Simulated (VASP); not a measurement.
A run of VASP 6.6.1 is set up as follows.

File INCAR:

```
ALGO = Normal
EDIFF = 1E-6
ENCUT = 500
GGA = PE
GGA_COMPAT = False
ISIF = 2
ISMEAR = 0
LASPH = True
LCHARG = False
LREAL = False
LWAVE = False
NBANDS = 18
NELM = 120
PREC = Accurate
SIGMA = 0.1
```

KPOINTS

```
k-points
0
Gamma
  6 6 4
```

File POSCAR:

```
CaTi
1.0
    3.2438008607      0.0000000000      0.0000000000
    0.0000000000      3.2438008607      0.0000000000
    0.0000000000      0.0000000000      4.2516961281
Ca Ti
1 1
Direct
    0.5000000000      0.5000000000      0.5000000000
    0.0000000000      0.0000000000      0.0000000000
```

Potentials or basis: VASP PAW PBE potentials, release 64 (Ca_sv, Ti_sv).

Command:

```sh
$ cat potpaw_PBE.64/Ca_sv/POTCAR potpaw_PBE.64/Ti_sv/POTCAR > POTCAR
$ mpirun -np 1 vasp_std > vasp.out
```

**Question.** Predict the pressure.

**Answer.** 7.2 GPa.

**Question.** Predict the band gap on the k mesh.

**Answer.** Zero (bands 11 and 12 overlap by 1.27 eV).

Stress tensor (GPa, compression positive):
```
 5.71  0.00  0.00
 0.00  5.71  0.00
 0.00  0.00 10.10
```

Caveat: the k points lie up to 0.37 Å⁻¹ apart, too coarse for converged energies and pressures of a metal.
